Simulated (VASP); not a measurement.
# Si (P6_3/mmc) in VASP: a series of runs

Aim: see how the results for Si move with the level of theory and the settings. Levels: PBE, LDA. Tasks: single point.

Everything below comes from runs of VASP 6.6.1. Logs are shortened: lines on timing, memory, paths and dates and some standing lists are left out, and cuts for length are marked.

### 1 The cell of the first run

The structure is hexagonal, space group P6_3/mmc (No. 194). The conventional cell has a = 3.832 Å, b = 3.832 Å, c = 6.341 Å, α = 90.00°, β = 90.00°, γ = 120.00°. Si (site symmetry 3m) has 4 Si at 2.35 to 2.37 Å within 3.1 Å.

This isn't the form of Si at room conditions, which is diamond.

### 2 Single point, PBE

Input file INCAR:

```
  PREC = Accurate
  ENCUT = 520
  EDIFF = 1E-6
  ISMEAR = 0
  SIGMA = 0.01
  LREAL = False
  LASPH = True
  NELM = 80
  ALGO = Normal
  ISIF = 2
  LWAVE = False
  LCHARG = False
  GGA = PE
  NBANDS = 16
```

Input file KPOINTS:

```
regular mesh
0
Gamma
  6 6 2
```

Input file POSCAR:

```
Si
1.0
    3.8321296558      0.0000000000      0.0000000000
   -1.9160648279      3.3187216325      0.0000000000
    0.0000000000      0.0000000000      6.3412164343
Si
4
Direct
    0.3333333333      0.6666666667      0.0005609359
    0.6666666667      0.3333333333      0.5005609359
    0.3333333333      0.6666666667      0.3744390641
    0.6666666667      0.3333333333      0.8744390641
```

Potentials or basis: VASP PAW PBE potentials, release 64 (Si).

Started as:

```sh
$ cat potpaw_PBE.64/Si/POTCAR > POTCAR
$ mpirun -np 1 vasp_std > vasp.out
```

OUTCAR:

```text
PREC = Accurate
   ENCUT = 520
   EDIFF = 1E-6
   ISMEAR = 0
   LREAL = False
   LASPH = True
   NELM = 80
   ISIF = 2
   GGA = PE

 ion  position               nearest neighbor table
   1  0.333  0.667  0.001-   4 2.35   4 2.35   4 2.35   3 2.37
   2  0.667  0.333  0.501-   3 2.35   3 2.35   3 2.35   4 2.37
   3  0.333  0.667  0.374-   2 2.35   2 2.35   2 2.35   1 2.37
   4  0.667  0.333  0.874-   1 2.35   1 2.35   1 2.35   2 2.37

  LATTYP: Found a hexagonal cell.
 ALAT       =     3.8321296558
 C/A-ratio  =     1.6547499703

  Lattice vectors:

 A1 = (   3.8321296558,   0.0000000000,   0.0000000000)
 A2 = (  -1.9160648279,   3.3187216325,   0.0000000000)
 A3 = (   0.0000000000,   0.0000000000,   6.3412164343)

Analysis of symmetry for initial positions (statically):
=====================================================================
 Subroutine PRICEL returns:
 Original cell was already a primitive cell.

 Routine SETGRP: Setting up the symmetry group for a
 hexagonal supercell.

 Subroutine GETGRP returns: Found 24 space group operations
 (whereof  6 operations were pure point group operations)
 out of a pool of 24 trial point group operations.

The static configuration has the point symmetry C_3v.
 The point group associated with its full space group is D_6h.

Analysis of symmetry for dynamics (positions and initial velocities):
=====================================================================
 Subroutine PRICEL returns:
 Original cell was already a primitive cell.

 Routine SETGRP: Setting up the symmetry group for a
 hexagonal supercell.

 Subroutine GETGRP returns: Found 24 space group operations
 (whereof  6 operations were pure point group operations)
 out of a pool of 24 trial point group operations.

The dynamic configuration has the point symmetry C_3v.
 The point group associated with its full space group is D_6h.

 Subroutine INISYM returns: Found 24 space group operations
 (whereof  6 operations are pure point group operations),
 and found     1 'primitive' translations

----------------------------------------------------------------------------------------

                                     Primitive cell

  volume of cell :      80.6461

  direct lattice vectors                    reciprocal lattice vectors
     3.832129656  0.000000000  0.000000000     0.260951505  0.150660422  0.000000000
[... 76 lines left out ...]
   LASPH  =      T    aspherical Exc in radial PAW
   ENCUT  =  520.0 eV  38.22 Ry    6.18 a.u.   7.13  7.13 11.79*2*pi/ulx,y,z
   NELM   =     80;   NELMIN=  2; NELMDL= -5     # of ELM steps
   EDIFF  = 0.1E-05   stopping-criterion for ELM
   LREAL  =      F    real-space projection
   EDIFFG = 0.1E-04   stopping-criterion for IOM
   NSW    =      0    number of steps for IOM
[... 5 lines left out ...]
   TEBEG  =    0.0;   TEEND  =   0.0 temperature during run
   PSTRESS=    0.0 pullay stress
   NELECT =      16.0000    total number of electrons
   NUPDOWN=      -1.0000    fix difference up-down
   EMIN   =  10.00;   EMAX   =-10.00  energy-range for DOS
   EFERMI =   0.00;   METHOD = LEGACY
   ISMEAR =     0;   SIGMA  =   0.01  broadening in eV -4-tet -1-fermi 0-gaus
   EFERMI_NEDOS =   21; number of points for ismear=-14 and -15
   IALGO  =     38    algorithm
   IMIX   =      4    mixing-type and parameters
     AMIX     =   0.40;   BMIX     =  1.00
     AMIX_MAG =   1.60;   BMIX_MAG =  1.00
  volume/ion in A,a.u.               =      20.16       136.06
  Fermi-wavevector in a.u.,A,eV,Ry     =   0.954817  1.804343 12.404107  0.911676
  Thomas-Fermi vector in A             =   2.083599
   LORBIT       =      0    0 simple, 1 ext, 2 COOP (PROOUT), +10 PAW based schemes
   GGA     = PE    functional components
   LHFCALC =     F    Hartree Fock is set to
   AEXX    =    0.0000 exact exchange contribution
   IVDW    =     0    specifies the selected vdW correction
   LEPSILON=     F    determine dielectric tensor
   LRPA    =     F    only Hartree local field effects (RPA)
 non-spin polarized calculation
 Gauss-broadening in eV      SIGMA  =   0.01
  energy-cutoff  :      520.00
  volume of cell :       80.65
 maximum number of plane-waves:      2208
 NGX is ok and might be reduce to    30
   NGX = 15   NGY = 15   NGZ = 23

 number of electron      16.0000000 magnetization

 Free energy of the ion-electron system (eV)
  ---------------------------------------------------
  ext. energy  EPLUGINS =         0.00000000
  ---------------------------------------------------
  free energy    TOTEN  =       -21.64408331 eV

  energy without entropy =      -21.64408331  energy(sigma->0) =      -21.64408331

 E-fermi :   6.1015     XC(G=0):  -9.3751

 val. band max:        6.0164516530   @ k =   0.0000   0.0000   0.0000
 cond. band min:       6.4403675664   @ k =   0.5000  -0.0000   0.0000
 fundamental gap:      0.4239159133
 Fermi energy:         6.1015071706

 k-point     1 :       0.0000    0.0000    0.0000
  band No.  band energies     occupation
      1      -6.1654      2.00000
      2      -3.8909      2.00000
      3      -1.1951      2.00000
      4       4.5058      2.00000
      5       4.5058      2.00000
      6       5.6535      2.00000
[... 243 lines left out ...]
      3      -1.3929      2.00000
      4      -1.3929      2.00000
      5       1.5482      2.00000
      6       1.5482      2.00000
[... 8 lines left out ...]
     15      12.3079      0.00000
     16      12.3079      0.00000

------------------------ aborting loop because EDIFF is reached ----------------------------------------

  FORCE on cell =-STRESS in cart. coord.  units (eV):
  Direction    XX          YY          ZZ          XY          YZ          ZX
  --------------------------------------------------------------------------------------
  -------------------------------------------------------------------------------------
  Total        0.7090671      0.7090671      0.4987874      0.0000000      0.0000000      0.0000000
  in kB       14.0868637     14.0868637      9.9092882      0.0000000      0.0000000      0.0000000
  external PRESSURE =      12.6943385 kB  Pullay stress =       0.0000000 kB

 VOLUME and BASIS-vectors are now :
 -----------------------------------------------------------------------------
  energy-cutoff  :      520.00
  volume of cell :       80.65
      direct lattice vectors                 reciprocal lattice vectors
     3.832129656  0.000000000  0.000000000     0.260951505  0.150660422  0.000000000
    -1.916064828  3.318721632  0.000000000     0.000000000  0.301320843  0.000000000
     0.000000000  0.000000000  6.341216434     0.000000000  0.000000000  0.157698450

 POSITION                                       TOTAL-FORCE (eV/Angst)
 -----------------------------------------------------------------------------------
     -0.00000      2.21248      0.00356        -0.000000      0.000000     -0.040877
      1.91606      1.10624      3.17417         0.000000     -0.000000     -0.040877
     -0.00000      2.21248      2.37440        -0.000000     -0.000000      0.040877
      1.91606      1.10624      5.54501         0.000000      0.000000      0.040877
 -----------------------------------------------------------------------------------
    total drift:                               -0.000000      0.000000     -0.000000

  FREE ENERGIE OF THE ION-ELECTRON SYSTEM (eV)
  ---------------------------------------------------
  free  energy   TOTEN  =       -21.6440833102 eV

  energy  without entropy=      -21.6440833102  energy(sigma->0) =      -21.64408331
```

OSZICAR:

```text
N       E                     dE             d eps       ncg     rms          rms(c)
DAV:   1     0.246496053922E+02    0.24650E+02   -0.59650E+03   448   0.821E+02
DAV:   2    -0.200208254625E+02   -0.44670E+02   -0.40827E+02   616   0.118E+02
DAV:   3    -0.219805387902E+02   -0.19597E+01   -0.19383E+01   576   0.231E+01
DAV:   4    -0.220052961860E+02   -0.24757E-01   -0.24751E-01   552   0.329E+00
DAV:   5    -0.220057360978E+02   -0.43991E-03   -0.43966E-03   608   0.420E-01    0.685E+00
DAV:   6    -0.217563772109E+02    0.24936E+00   -0.99859E-02   496   0.149E+00    0.418E+00
DAV:   7    -0.216410439336E+02    0.11533E+00   -0.21375E-01   536   0.228E+00    0.242E-01
DAV:   8    -0.216434472455E+02   -0.24033E-02   -0.15200E-02   496   0.616E-01    0.107E-01
DAV:   9    -0.216439495682E+02   -0.50232E-03   -0.62880E-04   576   0.144E-01    0.817E-02
DAV:  10    -0.216440799609E+02   -0.13039E-03   -0.14766E-04   488   0.605E-02    0.131E-02
DAV:  11    -0.216440815957E+02   -0.16348E-05   -0.42444E-06   600   0.113E-02    0.798E-03
DAV:  12    -0.216440834735E+02   -0.18778E-05   -0.20366E-06   472   0.759E-03    0.116E-03
DAV:  13    -0.216440833102E+02    0.16328E-06   -0.16371E-07   304   0.212E-03
   1 F= -.21644083E+02 E0= -.21644083E+02  d E =-.597500E-35
```

stdout:

```text
POSCAR found type information on POSCAR Si
 POSCAR found :  1 types and       4 ions
 scaLAPACK will be used
 LDA part: xc-table for (Slater+PW92), standard interpolation
 POSCAR, INCAR and KPOINTS ok, starting setup
 FFT: planning ... GRIDC
 FFT: planning ... GRID_SOFT
 FFT: planning ... GRID
 WAVECAR not read
 entering main loop
```

Wall time 10 s (1 thread of AMD EPYC 9R45 (Zen 5), shared host); peak memory 0.16 GiB.

Results:

| Item | Value |
| --- | --- |
| Free energy | -21.6441 eV |
| Pressure | 1.3 GPa |
| Largest force | 0.041 eV/Å |
| Band gap on the k mesh | 0.42 eV (least direct gap 1.04 eV) |

Forces in eV/Å, atoms in the order of the input:
```
Si   0.000  0.000 -0.041
Si   0.000  0.000 -0.041
Si   0.000  0.000  0.041
Si   0.000  0.000  0.041
```

Levels at points of the mesh, in eV from the valence-band top:
```tsv
k point	band 4	band 5	band 6	band 7	band 8	band 9	band 10	band 11	band 12	band 13
(0.00, 0.00, 0.00)	-1.51	-1.51	-0.36	0.00	0.00	1.04	2.01	2.01	2.32	3.50
(0.50, 0.00, 0.00)	-5.97	-4.66	-3.04	-2.98	-1.44	0.42	2.34	2.98	3.11	4.40
(0.00, 0.00, 0.50)	-4.24	-0.92	-0.92	-0.92	-0.92	1.81	1.81	2.98	2.98	2.98
(0.50, 0.00, 0.50)	-7.25	-2.46	-2.46	-2.41	-2.41	0.92	0.92	1.66	1.66	5.62
```

Caveat: the k points lie up to 0.50 Å⁻¹ apart.

### 3 Single point, LDA

This run uses another cell than the first one, of 19.68 Å³/atom.

Input file INCAR:

```
SYSTEM = Si
PREC = Accurate ; ENCUT = 520
EDIFF = 1E-6 ; ISMEAR = -1
SIGMA = 0.02 ; LREAL = .FALSE.
LASPH = .TRUE. ; NELM = 80
ALGO = Normal ; ISIF = 2
LWAVE = .FALSE. ; LCHARG = .FALSE.
GGA = CA ; NBANDS = 16
```

Input file KPOINTS:

```
regular mesh
0
G
  12 12 4
  0 0 0
```

Input file POSCAR:

```
Si
1.0
    3.8017354189      0.0000000000      0.0000000000
   -1.9008677095      3.2923994512      0.0000000000
    0.0000000000      0.0000000000      6.2879755930
Si
4
Direct
    0.3333333333      0.6666666667      0.0005250782
    0.6666666667      0.3333333333      0.5005250782
    0.3333333333      0.6666666667      0.3744749218
    0.6666666667      0.3333333333      0.8744749218
```

Potentials or basis: VASP PAW LDA potentials, release 64 (Si).

Started as:

```sh
$ cat potpaw_LDA.64/Si/POTCAR > POTCAR
$ mpirun -np 1 vasp_std > vasp.out
```

Wall time 29 s (1 thread of AMD EPYC 9R45 (Zen 5), shared host); peak memory 0.15 GiB.

The run converged. Its results:

```yaml
Free_energy: -23.8018 eV
Pressure: 0.1 GPa
Band_gap_on_the_k_mesh: 0.27 eV (least direct gap 1.00 eV)
```

Levels at points of the mesh, in eV from the valence-band top:
```
           k point  band 6  band 7  band 8  band 9  band 10  band 11
(0.00, 0.00, 0.00)   -0.37    0.00    0.00    1.00     1.95     1.95
(0.50, 0.00, 0.00)   -3.12   -3.10   -1.47    0.27     2.29     2.87
(0.00, 0.00, 0.50)   -0.94   -0.94   -0.94    1.78     1.78     2.94
(0.50, 0.00, 0.50)   -2.51   -2.47   -2.47    0.80     0.80     1.55
```

### 4 Single point, PBE

Input file INCAR:

```
SYSTEM = Si
PREC = Accurate ; ENCUT = 520
EDIFF = 1E-6 ; ISMEAR = -1
SIGMA = 0.02 ; LREAL = .False.
LASPH = .True. ; NELM = 80
ALGO = Normal ; ISIF = 2
LWAVE = .False. ; LCHARG = .False.
GGA = PE ; NBANDS = 16
```

Input file KPOINTS:

```
Automatic mesh
0
Gamma
  12 12 4
  0 0 0
```

Input file POSCAR:

```
Si
1.0
    3.8321296558      0.0000000000      0.0000000000
   -1.9160648279      3.3187216325      0.0000000000
    0.0000000000      0.0000000000      6.3412164343
Si
4
Direct
    0.3333333333      0.6666666667      0.0005609359
    0.6666666667      0.3333333333      0.5005609359
    0.3333333333      0.6666666667      0.3744390641
    0.6666666667      0.3333333333      0.8744390641
```

Potentials or basis: VASP PAW PBE potentials, release 64 (Si).

Started as:

```sh
$ cat potpaw_PBE.64/Si/POTCAR > POTCAR
$ mpirun -np 1 vasp_std > vasp.out
```

OUTCAR:

```text
SYSTEM = Si
   PREC = Accurate
   ENCUT = 520
   EDIFF = 1E-6
   ISMEAR = -1
   LREAL = .False.
   LASPH = .True.
   NELM = 80
   ISIF = 2
   GGA = PE

 ion  position               nearest neighbor table
   1  0.333  0.667  0.001-   4 2.35   4 2.35   4 2.35   3 2.37
   2  0.667  0.333  0.501-   3 2.35   3 2.35   3 2.35   4 2.37
   3  0.333  0.667  0.374-   2 2.35   2 2.35   2 2.35   1 2.37
   4  0.667  0.333  0.874-   1 2.35   1 2.35   1 2.35   2 2.37

  LATTYP: Found a hexagonal cell.
 ALAT       =     3.8321296558
 C/A-ratio  =     1.6547499703

  Lattice vectors:

 A1 = (   3.8321296558,   0.0000000000,   0.0000000000)
 A2 = (  -1.9160648279,   3.3187216325,   0.0000000000)
 A3 = (   0.0000000000,   0.0000000000,   6.3412164343)

Analysis of symmetry for initial positions (statically):
=====================================================================
 Subroutine PRICEL returns:
 Original cell was already a primitive cell.

 Routine SETGRP: Setting up the symmetry group for a
 hexagonal supercell.

 Subroutine GETGRP returns: Found 24 space group operations
 (whereof  6 operations were pure point group operations)
 out of a pool of 24 trial point group operations.

The static configuration has the point symmetry C_3v.
 The point group associated with its full space group is D_6h.

Analysis of symmetry for dynamics (positions and initial velocities):
=====================================================================
 Subroutine PRICEL returns:
 Original cell was already a primitive cell.

 Routine SETGRP: Setting up the symmetry group for a
 hexagonal supercell.

 Subroutine GETGRP returns: Found 24 space group operations
 (whereof  6 operations were pure point group operations)
 out of a pool of 24 trial point group operations.

The dynamic configuration has the point symmetry C_3v.
 The point group associated with its full space group is D_6h.

 Subroutine INISYM returns: Found 24 space group operations
[... 122 lines left out ...]
  volume/ion in A,a.u.               =      20.16       136.06
  Fermi-wavevector in a.u.,A,eV,Ry     =   0.954817  1.804343 12.404107  0.911676
  Thomas-Fermi vector in A             =   2.083599
   LORBIT       =      0    0 simple, 1 ext, 2 COOP (PROOUT), +10 PAW based schemes
   GGA     = PE    functional components
   LHFCALC =     F    Hartree Fock is set to
   AEXX    =    0.0000 exact exchange contribution
   IVDW    =     0    specifies the selected vdW correction
   LEPSILON=     F    determine dielectric tensor
   LRPA    =     F    only Hartree local field effects (RPA)
 non-spin polarized calculation
  energy-cutoff  :      520.00
  volume of cell :       80.65
 maximum number of plane-waves:      2208
 NGX is ok and might be reduce to    30
   NGX = 15   NGY = 15   NGZ = 23

 number of electron      16.0000000 magnetization

 Free energy of the ion-electron system (eV)
  ---------------------------------------------------
  ext. energy  EPLUGINS =         0.00000000
  ---------------------------------------------------
  free energy    TOTEN  =       -21.65252216 eV

  energy without entropy =      -21.65252207  energy(sigma->0) =      -21.65252212

 E-fermi :   6.2195     XC(G=0):  -9.3775

 val. band max:        6.0104737211   @ k =   0.0000   0.0000   0.0000
 cond. band min:       6.4372670709   @ k =   0.5000  -0.0000   0.0000
 fundamental gap:      0.4267933498
 Fermi energy:         6.2195403354

 k-point     1 :       0.0000    0.0000    0.0000
  band No.  band energies     occupation
      1      -6.1688      2.00000
      2      -3.8959      2.00000
      3      -1.1959      2.00000
      4       4.5011      2.00000
      5       4.5011      2.00000
      6       5.6521      2.00000
[... 433 lines left out ...]
      3      -0.7279      2.00000
      4       1.0299      2.00000
      5       1.7362      2.00000
      6       3.4046      2.00000
[... 8 lines left out ...]
     15      12.9854      0.00000
     16      13.3146      0.00000

 [... further k-points ...]

------------------------ aborting loop because EDIFF is reached ----------------------------------------

  FORCE on cell =-STRESS in cart. coord.  units (eV):
  Direction    XX          YY          ZZ          XY          YZ          ZX
  --------------------------------------------------------------------------------------
  -------------------------------------------------------------------------------------
  Total        0.6249593      0.6249593      0.5284118      0.0000000     -0.0000000      0.0000000
  in kB       12.4159144     12.4159144     10.4978293      0.0000000     -0.0000000      0.0000000
  external PRESSURE =      11.7765527 kB  Pullay stress =       0.0000000 kB

 VOLUME and BASIS-vectors are now :
 -----------------------------------------------------------------------------
  energy-cutoff  :      520.00
  volume of cell :       80.65
      direct lattice vectors                 reciprocal lattice vectors
     3.832129656  0.000000000  0.000000000     0.260951505  0.150660422  0.000000000
    -1.916064828  3.318721632  0.000000000     0.000000000  0.301320843  0.000000000
     0.000000000  0.000000000  6.341216434     0.000000000  0.000000000  0.157698450

 POSITION                                       TOTAL-FORCE (eV/Angst)
 -----------------------------------------------------------------------------------
     -0.00000      2.21248      0.00356        -0.000000      0.000000     -0.003245
      1.91606      1.10624      3.17417         0.000000     -0.000000     -0.003245
     -0.00000      2.21248      2.37440        -0.000000     -0.000000      0.003245
      1.91606      1.10624      5.54501         0.000000      0.000000      0.003245
 -----------------------------------------------------------------------------------
    total drift:                               -0.000000      0.000000     -0.000000

  FREE ENERGIE OF THE ION-ELECTRON SYSTEM (eV)
  ---------------------------------------------------
  free  energy   TOTEN  =       -21.6525221626 eV

  energy  without entropy=      -21.6525220684  energy(sigma->0) =      -21.65252212
```

Run time: 36 s. Hardware: 1 thread of AMD EPYC 9R45 (Zen 5), shared host; peak memory 0.18 GiB.

What came out:

```yaml
Free_energy: -21.6525 eV
Pressure: 1.2 GPa
Largest_force: 0.003 eV/Å
Band_gap_on_the_k_mesh: 0.43 eV (least direct gap 1.04 eV)
```

Forces on the atoms (eV/Å):
```
Si   0.000  0.000 -0.003
Si   0.000  0.000 -0.003
Si   0.000  0.000  0.003
Si   0.000  0.000  0.003
```

Stress tensor (GPa, compression positive):
```
1.24 0.00 0.00
0.00 1.24 0.00
0.00 0.00 1.05
```

Levels at points of the mesh, in eV from the valence-band top:
```csv
k point,band 5,band 6,band 7,band 8,band 9,band 10,band 11,band 12
"(0.00, 0.00, 0.00)",-1.51,-0.36,0.00,0.00,1.04,2.01,2.01,2.32
"(0.50, 0.00, 0.00)",-4.65,-3.04,-2.98,-1.44,0.43,2.34,2.99,3.12
"(0.00, 0.00, 0.50)",-0.92,-0.92,-0.92,-0.92,1.81,1.81,2.98,2.98
"(0.50, 0.00, 0.50)",-2.45,-2.45,-2.41,-2.41,0.92,0.92,1.67,1.67
```

A k mesh can miss the band edges.

### 5 Summary

```tsv
level	potentials or basis	cell	k mesh	smearing	gap on the mesh (eV)	pressure (GPa)
PBE	VASP PAW PBE potentials, release 64 (Si)	a = 3.832, b = 3.832, c = 6.341 Å, angles 90.0, 90.0, 120.0°, 4 atoms	6 × 6 × 2	gaussian 0.01 eV	0.42	1.3
LDA	VASP PAW LDA potentials, release 64 (Si)	a = 3.802, b = 3.802, c = 6.288 Å, angles 90.0, 90.0, 120.0°, 4 atoms	12 × 12 × 4	fermi-dirac 0.02 eV	0.27	0.1
PBE	VASP PAW PBE potentials, release 64 (Si)	a = 3.832, b = 3.832, c = 6.341 Å, angles 90.0, 90.0, 120.0°, 4 atoms	12 × 12 × 4	fermi-dirac 0.02 eV	0.43	1.2
```

Alike in all rows: task single point; no spin polarisation; cutoff (eV) 520.

Caveats: some runs use coarse meshes.

Total energies depend on the potentials used, so only differences within one code and one set of settings carry meaning.
